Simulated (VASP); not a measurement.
# NaI: single point with PBE

Crystal: NaI.

```
I Na
1.0
     0.00000    3.23640    3.23640
     3.23640    0.00000    3.23640
     3.23640    3.23640    0.00000
I Na
1 1
Direct
  0.50023 0.50018 0.49698
  0.01179 0.00480 0.99300
```

This cell differs from its parent crystal: atoms moved at random.

```
Program             : VASP 6.6.1
Task                : single point
Functional          : PBE
Potentials or basis : VASP PAW PBE potentials, release 64 (I, Na_pv)
Cutoff              : 520 eV
k mesh              : 7 × 7 × 7
Occupations         : fermi-dirac, width 0.05 eV
Spin                : no spin polarisation
```

* Pressure: 0.4 GPa
* Largest force: 0.052 eV/Å
* Band gap on the k mesh: 3.64 eV, direct

Forces on the atoms (eV/Å):
```
I    0.002  0.022  0.047
Na  -0.002 -0.022 -0.047
```

Levels at points of the mesh, in eV from the valence-band top:
```tsv
k point	band 4	band 5	band 6	band 7	band 8	band 9	band 10	band 11
(0.00, 0.00, 0.00)	-11.02	0.00	0.00	0.00	3.64	7.93	7.93	7.93
```

Wall time 98 s on 1 thread of AMD EPYC 9R14 (Zen 4) (shared host), peak memory 0.28 GiB.

Caveat: the cell differs from its parent crystal (atoms moved at random); spin-orbit coupling is left out, which moves the levels of the heavy elements.
